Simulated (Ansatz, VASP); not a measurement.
# Two plane-wave programs on Al2BAs2

```xyz
5
Lattice="-1.9477 1.9477 6.4011 1.9477 -1.9477 6.4011 1.9477 1.9477 -6.4011" Properties=species:S:1:pos:R:3 pbc="T T T"
Al    1.9477    0.0000    3.2006
Al    0.0000    1.9477    3.2006
B     0.0000    0.0000    0.0000
As    0.0000    0.0000    7.9237
As    0.0000    0.0000    4.8785
```

Change from the starting cell: species swapped into the LaNi2As2 type (I4/mmm, No. 139).

Alike in both runs: functional PBE; k mesh 14 × 14 × 14; occupations gaussian, width 0.1 eV; no spin polarisation.

Ansatz relaxed the structure, and its values are those at the end. VASP's run is a single point on that final structure, the one shown.

|  | VASP | Ansatz |
| --- | --- | --- |
| version | VASP 6.6.1 | Ansatz 0.2.0 |
| potentials or method | VASP PAW PBE potentials, release 64 (Al, B, As), cutoff 520 eV | scalar-relativistic, plane waves, PAW |
| valence electrons in the cell | 19 | 39 |

VASP gave:

- gap on the k mesh at the Fermi level (eV): none
- pressure (GPa): 0.1
- rms of the force components (eV/Å): 0.014

Problem. What did Ansatz give for the same quantities?

Solution. gap on the k mesh at the Fermi level (eV): none; pressure (GPa): 0.0; rms of the force components (eV/Å): 0.000.

A gap of «none» marks a metal or a gap that the smearing closes. The functional is the same, so the differences come from potentials, cutoffs and numerics. VASP's potentials hold 19 valence electrons a cell and Ansatz's 39, so a difference there can come from the potentials and not from the codes.
